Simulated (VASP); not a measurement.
MgO, 2 atoms in the cell. Symmetry: P-6m2, No. 187, hexagonal system. Conventional cell: a = 2.938 Å, b = 2.938 Å, c = 2.680 Å, α = 90.00°, β = 90.00°, γ = 120.00°. Within 3.0 Å of Mg (site symmetry -6m2) lie 6 O at 2.16 Å and 8 Mg at 2.68 to 2.94 Å. Within 3.0 Å of O (site symmetry -6m2) lie 6 Mg at 2.16 Å and 8 O at 2.68 to 2.94 Å. 

```yaml
Program: VASP 6.6.1
Task: relaxation of cell and atoms
Functional: B3LYP
Potentials_or_basis: VASP PAW PBE potentials, release 64 (Mg, O)
Cutoff: 600 eV
k_mesh: 5 × 5 × 5
Occupations: fermi-dirac, width 0.05 eV
Spin: no spin polarisation
Dipole_correction: no
Grid_for_exact_exchange_PRECFOCK: Normal
Further_INCAR_settings: ALGO = Normal; EDIFF = 1e-06; IBRION = 2; EDIFFG = -0.01; NSW = 60; ISIF = 3
Share_of_exact_exchange: 0.2
```

Potentials or basis: VASP PAW PBE potentials, release 64 (Mg, O).

Launch:

```console
$ cat potpaw_PBE.64/Mg/POTCAR potpaw_PBE.64/O/POTCAR > POTCAR
$ cp INCAR.step1 INCAR
$ mpirun -np 1 vasp_std > vasp.out
$ cp INCAR.step2 INCAR
$ mpirun -np 1 vasp_std > vasp.out
```

Hardware: 1 thread of Intel Xeon 8259CL, with other jobs on the host.

How long does it take, and how much memory?

Run time: 27 min on 1 thread of Intel Xeon 8259CL, with other jobs on the host, peak memory 0.15 GiB. Counts: k points 15, ion steps 7.
